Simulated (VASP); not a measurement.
# Na3Li (Pm-3m) in VASP: further runs

The runs below take Na3Li through single point, relaxation of cell and atoms, with PBE.

Everything below comes from runs of VASP 6.6.1. Logs are shortened: lines on timing, memory, paths and dates and some standing lists are left out, and cuts for length are marked.

### 1 The cell of the first run

It takes space group Pm-3m (No. 221, cubic). Conventional cell: a = 5.080 Å, b = 5.080 Å, c = 5.080 Å, α = 90.00°, β = 90.00°, γ = 90.00°. Within 4.7 Å of Na (site symmetry 4/mmm) lie 8 Na at 3.59 Å and 4 Li at 3.59 Å. Within 4.7 Å of Li (site symmetry m-3m) lie 12 Na at 3.59 Å.

### 2 Single point, PBE

Input file INCAR:

```
SYSTEM = Na3Li
  ALGO = Normal
  EDIFF = 1E-7
  ENCUT = 520
  GGA = PE
  ISIF = 2
  ISMEAR = 0
  LASPH = .TRUE.
  LCHARG = .TRUE.
  LELF = .TRUE.
  LREAL = .FALSE.
  LVHAR = .TRUE.
  LWAVE = .FALSE.
  NBANDS = 20
  NELM = 100
  PREC = Accurate
  SIGMA = 0.1
```

Input file KPOINTS:

```
k-points
0
G
  8 8 8
  0 0 0
```

Input file POSCAR:

```
Na3Li
1.0
    5.0797771505      0.0000000000      0.0000000000
    0.0000000000      5.0797771505      0.0000000000
    0.0000000000      0.0000000000      5.0797771505
Na Li
3 1
Direct
    0.0000000000      0.5000000000      0.5000000000
    0.5000000000      0.0000000000      0.5000000000
    0.5000000000      0.5000000000      0.0000000000
    0.0000000000      0.0000000000      0.0000000000
```

Potentials or basis: VASP PAW PBE potentials, release 64 (Na_pv, Li_sv).

Run with:

```sh
> cat potpaw_PBE.64/Na_pv/POTCAR potpaw_PBE.64/Li_sv/POTCAR > POTCAR
> mpirun -np 1 vasp_std > vasp.out
```

OUTCAR:

```text
SYSTEM = Na3Li
   EDIFF = 1E-7
   ENCUT = 520
   GGA = PE
   ISIF = 2
   ISMEAR = 0
   LASPH = .TRUE.
   LREAL = .FALSE.
   NELM = 100
   PREC = Accurate

 ion  position               nearest neighbor table
   1  0.000  0.500  0.500-
   2  0.500  0.000  0.500-
   3  0.500  0.500  0.000-
   4  0.000  0.000  0.000-

  LATTYP: Found a simple cubic cell.
 ALAT       =     5.0797771505

  Lattice vectors:

 A1 = (   5.0797771505,   0.0000000000,   0.0000000000)
 A2 = (   0.0000000000,   5.0797771505,   0.0000000000)
 A3 = (   0.0000000000,   0.0000000000,   5.0797771505)

Analysis of symmetry for initial positions (statically):
=====================================================================
 Subroutine PRICEL returns:
 Original cell was already a primitive cell.

 Routine SETGRP: Setting up the symmetry group for a
 simple cubic supercell.

 Subroutine GETGRP returns: Found 48 space group operations
 (whereof 48 operations were pure point group operations)
 out of a pool of 48 trial point group operations.

The static configuration has the point symmetry O_h .

Analysis of symmetry for dynamics (positions and initial velocities):
=====================================================================
 Subroutine PRICEL returns:
 Original cell was already a primitive cell.

 Routine SETGRP: Setting up the symmetry group for a
 simple cubic supercell.

 Subroutine GETGRP returns: Found 48 space group operations
 (whereof 48 operations were pure point group operations)
 out of a pool of 48 trial point group operations.

The dynamic configuration has the point symmetry O_h .

 Subroutine INISYM returns: Found 48 space group operations
 (whereof 48 operations are pure point group operations),
 and found     1 'primitive' translations

----------------------------------------------------------------------------------------

                                     Primitive cell

  volume of cell :     131.0793

  direct lattice vectors                    reciprocal lattice vectors
     5.079777151  0.000000000  0.000000000     0.196859030  0.000000000  0.000000000
     0.000000000  5.079777151  0.000000000     0.000000000  0.196859030  0.000000000
     0.000000000  0.000000000  5.079777151     0.000000000  0.000000000  0.196859030

  length of vectors
     5.079777151  5.079777151  5.079777151     0.196859030  0.196859030  0.196859030

  position of ions in fractional coordinates (direct lattice)
     0.000000000  0.500000000  0.500000000
     0.500000000  0.000000000  0.500000000
     0.500000000  0.500000000  0.000000000
     0.000000000  0.000000000  0.000000000

  ion indices of the primitive-cell ions
   primitive index   ion index
                 1           1
                 2           2
                 3           3
                 4           4

----------------------------------------------------------------------------------------

 KPOINTS: k-points

Automatic generation of k-mesh.
 Grid dimensions read from file:
 generate k-points for:    8    8    8

 Generating k-lattice:

  Cartesian coordinates                     Fractional coordinates (reciprocal lattice)
     0.024607379  0.000000000  0.000000000     0.125000000  0.000000000  0.000000000
     0.000000000  0.024607379  0.000000000     0.000000000  0.125000000  0.000000000
     0.000000000  0.000000000  0.024607379     0.000000000  0.000000000  0.125000000

  Length of vectors
     0.024607379  0.024607379  0.024607379

  Shift w.r.t. Gamma in fractional coordinates (k-lattice)
     0.000000000  0.000000000  0.000000000

 Subroutine IBZKPT returns following result:
 ===========================================

 Found     35 irreducible k-points:

 Following reciprocal coordinates:
            Coordinates               Weight
  0.000000  0.000000  0.000000      1.000000
  0.125000  0.000000  0.000000      6.000000
  0.250000  0.000000  0.000000      6.000000
  0.375000  0.000000  0.000000      6.000000
  0.500000  0.000000  0.000000      3.000000
  0.125000  0.125000  0.000000     12.000000
[... 16 lines left out ...]
  0.375000  0.375000  0.125000     24.000000
  0.500000  0.375000  0.125000     24.000000
 [... further k-points ...]
   k-points           NKPTS =     35   k-points in BZ     NKDIM =     35   number of bands    NBANDS=     20
   number of dos      NEDOS =    301   number of ions     NIONS =      4
   total plane-waves  NPLWV =  64000
   dimension x,y,z NGX =    40 NGY =   40 NGZ =   40
   dimension x,y,z NGXF=    80 NGYF=   80 NGZF=   80
   ions per type =               3   1
   NGX,Y,Z   is equivalent  to a cutoff of  13.09, 13.09, 13.09 a.u.
   NGXF,Y,Z  is equivalent  to a cutoff of  26.18, 26.18, 26.18 a.u.
 SYSTEM =  Na3Li
   PREC   = accura    normal or accurate (medium, high low for compatibility)
   ISTART =      0    job   : 0-new  1-cont  2-samecut
   ICHARG =      2    charge: 1-file 2-atom 10-const
   ISPIN  =      1    spin polarized calculation?
   LNONCOLLINEAR =      F non collinear calculations
   LSORBIT =      F    spin-orbit coupling
   LASPH  =      T    aspherical Exc in radial PAW
   ENCUT  =  520.0 eV  38.22 Ry    6.18 a.u.   9.45  9.45  9.45*2*pi/ulx,y,z
   NELM   =    100;   NELMIN=  2; NELMDL= -5     # of ELM steps
   EDIFF  = 0.1E-06   stopping-criterion for ELM
   LREAL  =      F    real-space projection
   EDIFFG = 0.1E-05   stopping-criterion for IOM
   NSW    =      0    number of steps for IOM
   IBRION =     -1    ionic relax: 0-MD 1-quasi-New 2-CG
   NFREE  =      0    steps in history (QN), initial steepest desc. (CG)
   ISIF   =      2    stress and relaxation
   ISYM   =      2    0-nonsym 1-usesym 2-fastsym
   POTIM  = 0.5000    time-step for ionic-motion
   TEBEG  =    0.0;   TEEND  =   0.0 temperature during run
   PSTRESS=    0.0 pullay stress
   NELECT =      24.0000    total number of electrons
   NUPDOWN=      -1.0000    fix difference up-down
   EMIN   =  10.00;   EMAX   =-10.00  energy-range for DOS
   EFERMI =   0.00;   METHOD = LEGACY
   ISMEAR =     0;   SIGMA  =   0.10  broadening in eV -4-tet -1-fermi 0-gaus
   EFERMI_NEDOS =   21; number of points for ismear=-14 and -15
   IALGO  =     38    algorithm
   IMIX   =      4    mixing-type and parameters
     AMIX     =   0.40;   BMIX     =  1.00
     AMIX_MAG =   1.60;   BMIX_MAG =  1.00
  volume/ion in A,a.u.               =      32.77       221.14
  Fermi-wavevector in a.u.,A,eV,Ry     =   0.929610  1.756707 11.757800  0.864174
  Thomas-Fermi vector in A             =   2.055910
   LORBIT       =      0    0 simple, 1 ext, 2 COOP (PROOUT), +10 PAW based schemes
   GGA     = PE    functional components
   LHFCALC =     F    Hartree Fock is set to
   AEXX    =    0.0000 exact exchange contribution
   IVDW    =     0    specifies the selected vdW correction
   LEPSILON=     F    determine dielectric tensor
   LRPA    =     F    only Hartree local field effects (RPA)
 non-spin polarized calculation
 Gauss-broadening in eV      SIGMA  =   0.10
  energy-cutoff  :      520.00
  volume of cell :      131.08
 maximum number of plane-waves:      3575
 NGX is ok and might be reduce to    40
   NGX = 19   NGY = 19   NGZ = 19

 number of electron      23.9999977 magnetization

 Free energy of the ion-electron system (eV)
  ---------------------------------------------------
  ext. energy  EPLUGINS =         0.00000000
  ---------------------------------------------------
  free energy    TOTEN  =        -5.69446788 eV

  energy without entropy =       -5.68626219  energy(sigma->0) =       -5.69036503

 E-fermi :   0.4221     XC(G=0):  -6.6195

 val. band max:        0.3874727355   @ k =   0.3750   0.3750   0.2500
 cond. band min:       0.4300076271   @ k =   0.2500   0.2500   0.0000
 fundamental gap:      0.0425348916
 Fermi energy:         0.4221393572

 k-point     1 :       0.0000    0.0000    0.0000
  band No.  band energies     occupation
      1     -47.0999      2.00000
      2     -24.3836      2.00000
      3     -24.3836      2.00000
      4     -24.3836      2.00000
      5     -24.3507      2.00000
      6     -24.3507      2.00000
[... 12 lines left out ...]
     19       7.0535      0.00000
     20       7.0535      0.00000

 k-point     2 :       0.1250    0.0000    0.0000
  band No.  band energies     occupation
      1     -47.0999      2.00000
      2     -24.3829      2.00000
      3     -24.3829      2.00000
      4     -24.3824      2.00000
      5     -24.3510      2.00000
      6     -24.3510      2.00000
[... 12 lines left out ...]
     19       6.1504      0.00000
     20       6.7853      0.00000

 k-point     3 :       0.2500    0.0000    0.0000
  band No.  band energies     occupation
      1     -47.0999      2.00000
      2     -24.3811      2.00000
      3     -24.3811      2.00000
      4     -24.3792      2.00000
      5     -24.3518      2.00000
      6     -24.3518      2.00000
[... 12 lines left out ...]
     19       5.5606      0.00000
     20       6.2919      0.00000

 k-point     4 :       0.3750    0.0000    0.0000
  band No.  band energies     occupation
      1     -47.0998      2.00000
      2     -24.3791      2.00000
      3     -24.3791      2.00000
      4     -24.3749      2.00000
      5     -24.3545      2.00000
      6     -24.3530      2.00000
[... 12 lines left out ...]
     19       5.7045      0.00000
     20       6.1840      0.00000

 k-point     5 :       0.5000    0.0000    0.0000
  band No.  band energies     occupation
      1     -47.0998      2.00000
      2     -24.3782      2.00000
      3     -24.3782      2.00000
      4     -24.3723      2.00000
      5     -24.3572      2.00000
      6     -24.3536      2.00000
[... 12 lines left out ...]
     19       5.5196      0.00000
     20       5.8431      0.00000
[... 353 lines left out ...]
      6     -24.3580      2.00000
[... 12 lines left out ...]
     19       6.1056      0.00000
     20       6.5061      0.00000

 k-point    22 :       0.5000    0.2500    0.1250
  band No.  band energies     occupation
      1     -47.0998      2.00000
      2     -24.3880      2.00000
      3     -24.3716      2.00000
      4     -24.3652      2.00000
      5     -24.3643      2.00000
      6     -24.3597      2.00000
[... 12 lines left out ...]
     19       5.8830      0.00000
     20       5.9932      0.00000

 k-point    23 :       0.3750    0.3750    0.1250
  band No.  band energies     occupation
      1     -47.0998      2.00000
      2     -24.3899      2.00000
      3     -24.3704      2.00000
      4     -24.3670      2.00000
      5     -24.3628      2.00000
      6     -24.3582      2.00000
[... 12 lines left out ...]
     19       5.9070      0.00000
     20       6.8104      0.00000

 k-point    24 :       0.5000    0.3750    0.1250
  band No.  band energies     occupation
      1     -47.0998      2.00000
      2     -24.3906      2.00000
      3     -24.3693      2.00000
      4     -24.3685      2.00000
      5     -24.3608      2.00000
      6     -24.3598      2.00000
[... 12 lines left out ...]
     19       6.2881      0.00000
     20       6.3926      0.00000

 [... further k-points ...]

------------------------ aborting loop because EDIFF is reached ----------------------------------------

  FORCE on cell =-STRESS in cart. coord.  units (eV):
  Direction    XX          YY          ZZ          XY          YZ          ZX
  --------------------------------------------------------------------------------------
  -------------------------------------------------------------------------------------
  Total       -0.0038891     -0.0038891     -0.0038891      0.0000000      0.0000000     -0.0000000
  in kB       -0.0475359     -0.0475359     -0.0475359      0.0000000      0.0000000     -0.0000000
  external PRESSURE =      -0.0475359 kB  Pullay stress =       0.0000000 kB

 VOLUME and BASIS-vectors are now :
 -----------------------------------------------------------------------------
  energy-cutoff  :      520.00
  volume of cell :      131.08
      direct lattice vectors                 reciprocal lattice vectors
     5.079777151  0.000000000  0.000000000     0.196859030  0.000000000  0.000000000
     0.000000000  5.079777151  0.000000000     0.000000000  0.196859030  0.000000000
     0.000000000  0.000000000  5.079777151     0.000000000  0.000000000  0.196859030

 POSITION                                       TOTAL-FORCE (eV/Angst)
 -----------------------------------------------------------------------------------
      0.00000      2.53989      2.53989         0.000000      0.000000      0.000000
      2.53989      0.00000      2.53989         0.000000      0.000000      0.000000
      2.53989      2.53989      0.00000         0.000000      0.000000      0.000000
      0.00000      0.00000      0.00000         0.000000      0.000000      0.000000
 -----------------------------------------------------------------------------------
    total drift:                               -0.000000      0.000000     -0.000000

  FREE ENERGIE OF THE ION-ELECTRON SYSTEM (eV)
  ---------------------------------------------------
  free  energy   TOTEN  =        -5.6944678801 eV

  energy  without entropy=       -5.6862621897  energy(sigma->0) =       -5.69036503
```

Run time: 56 s. Hardware: 1 thread of Intel Xeon Platinum 8488C (Sapphire Rapids), shared host; peak memory 0.26 GiB.

What came out:

```yaml
Free_energy: -5.6945 eV
Band_gap_on_the_k_mesh: zero (band 12 reaches 2.06 eV, above the bottom of band 13 at -0.08 eV)
```

Caveat: the cutoff is under 1.25 times the usual one of these potentials, so pressure, stress and relaxed cells hold a basis-set (Pulay) error.

### 3 Relaxation of cell and atoms, PBE

This run uses another cell than the first one, of 32.16 Å³/atom, 0.981 times its volume.

Input file INCAR:

```
PREC = Accurate
ENCUT = 600
EDIFF = 1E-7
ISMEAR = 0
SIGMA = 0.1
LREAL = F
LASPH = T
NELM = 100
ALGO = Normal
ISIF = 3
LWAVE = F
LCHARG = F
GGA = PE
IBRION = 2
NSW = 100
EDIFFG = -0.005
```

Input file KPOINTS:

```
Automatic mesh
0
Gamma
  8 8 8
```

Input file POSCAR:

```
Na3Li
1.0
    5.0478952487      0.0000000000      0.0000000000
    0.0000000000      5.0478952487      0.0000000000
    0.0000000000      0.0000000000      5.0478952487
Na Li
3 1
Direct
    0.0000000000      0.5000000000      0.5000000000
    0.5000000000      0.0000000000      0.5000000000
    0.5000000000      0.5000000000      0.0000000000
    0.0000000000      0.0000000000      0.0000000000
```

Potentials or basis: VASP PAW PBE potentials, release 64 (Na_pv, Li_sv).

Run with:

```sh
> cat potpaw_PBE.64/Na_pv/POTCAR potpaw_PBE.64/Li_sv/POTCAR > POTCAR
> mpirun -np 1 vasp_std > vasp.out
```

Run time: 98 s. Hardware: 1 thread of Intel Xeon Platinum 8488C (Sapphire Rapids), shared host; peak memory 0.27 GiB.

It converged, with:

```
Free energy                            : -5.6937 eV
Relaxed volume                         : 32.70 Å³/atom
Relaxed cell                           : a = 5.076 Å, b = 5.076 Å, c = 5.076 Å, α = 90.00°, β = 90.00°, γ = 90.00°
Space group after relaxing (to 0.05 Å) : Pm-3m (No. 221)
Energy gained by relaxing              : 0.3 meV/atom
Ionic steps                            : 3
Pressure after relaxing                : 0.0 GPa
Band gap on the k mesh                 : zero (band 12 reaches 2.07 eV, above the bottom of band 13 at -0.07 eV)
```

The path:
```
step  energy change (eV)  largest force (eV/Å)  pressure (GPa)  volume (Å³)
   1              0.0000                0.0000            0.16       128.63
   2             -0.0005                0.0000            0.12       129.23
   3             -0.0012                0.0000            0.01       130.79
```

Final structure:
```cif
data_structure
_symmetry_space_group_name_H-M 'P 1'
_symmetry_Int_Tables_number 1
_cell_length_a 5.0760
_cell_length_b 5.0760
_cell_length_c 5.0760
_cell_angle_alpha 90.000
_cell_angle_beta 90.000
_cell_angle_gamma 90.000
_cell_volume 130.79
loop_
_atom_site_label
_atom_site_type_symbol
_atom_site_fract_x
_atom_site_fract_y
_atom_site_fract_z
_atom_site_occupancy
Na1 Na 0.00000 0.50000 0.50000 1
Na2 Na 0.50000 0.00000 0.50000 1
Na3 Na 0.50000 0.50000 0.00000 1
Li1 Li 0.00000 0.00000 0.00000 1
```

Levels at points of the mesh, in eV from the Fermi level:
```csv
k point,band 10,band 11,band 12,band 13,band 14,band 15
"(0.00, 0.00, 0.00)",-24.77,-3.40,1.64,1.64,1.64,2.43
"(0.50, 0.00, 0.00)",-24.77,-2.05,-1.91,2.61,2.61,2.97
"(0.50, 0.50, 0.00)",-24.76,-0.70,-0.70,-0.50,-0.49,3.42
"(0.50, 0.50, 0.50)",-24.76,0.34,0.34,0.34,0.63,1.06
```

Caveat: the cutoff is under 1.25 times the usual one of these potentials, so pressure, stress and relaxed cells hold a basis-set (Pulay) error.
